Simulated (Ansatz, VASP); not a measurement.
One calculation of ZrC, two programs

INCAR

```
SYSTEM = ZrC
PREC = Accurate ; ENCUT = 520
EDIFF = 1E-8 ; ISMEAR = -1
SIGMA = 0.03 ; LREAL = .FALSE.
LASPH = .TRUE. ; NELM = 100
ALGO = Normal ; ISIF = 2
LWAVE = .FALSE. ; LCHARG = .FALSE.
GGA = PE ; LEFG = .TRUE.
NBANDS = 15
```

KPOINTS

```
Automatic mesh
0
G
  11 11 11
  0 0 0
```

File POSCAR:

```
ZrC
1.0
    0.0000000000      2.4936637911      2.4936637911
    2.4936637911      0.0000000000      2.4936637911
    2.4936637911      2.4936637911      0.0000000000
Zr C
1 1
Direct
    0.0000000000      0.0000000000      0.0000000000
    0.2500000000      0.2500000000      0.2500000000
```

Input for Ansatz:

```yaml
crystal:
  lattice:
    - [0.0, 2.4936637911, 2.4936637911]
    - [2.4936637911, 0.0, 2.4936637911]
    - [2.4936637911, 2.4936637911, 0.0]
  atoms:
    - { symbol: Zr, position: [0.0, 0.0, 0.0] }
    - { symbol: C, position: [0.25, 0.25, 0.25] }
kpoints:
  mp_grid: { grid: [11, 11, 11] }
scf:
  occupations: { method: fermi_dirac, width: 0.03 }
hamiltonian:
  xc: pbe
  pseudopotentials: { kind: paw }
output:
  forces: true
  stress: true
  eigenvalues: true
  efg: { contact_densities: true }
```

Change from the starting cell: volume scaled by 0.9405, PAW files.

Alike in both runs: task electric field gradients; functional PBE; k mesh 11 × 11 × 11; occupations fermi-dirac, width 0.03 eV; no spin polarisation.

|  | VASP | Ansatz |
| --- | --- | --- |
| version | VASP 6.6.1 | Ansatz 0.2.0 |
| potentials or method | VASP PAW PBE potentials, release 64 (Zr_sv, C) | PAW with Ansatz's default frozen-core files, scalar-relativistic |
| plane-wave cutoff (eV) | 520 | 420 |
| valence electrons in the cell | 16 | 16 |

VASP gave:

```
pressure (GPa) : 10.2
```

What did Ansatz give for the same quantities?

Pressure (GPa): 10.0.

With one functional, cell and mesh, what is left measures potentials, basis and numerics.
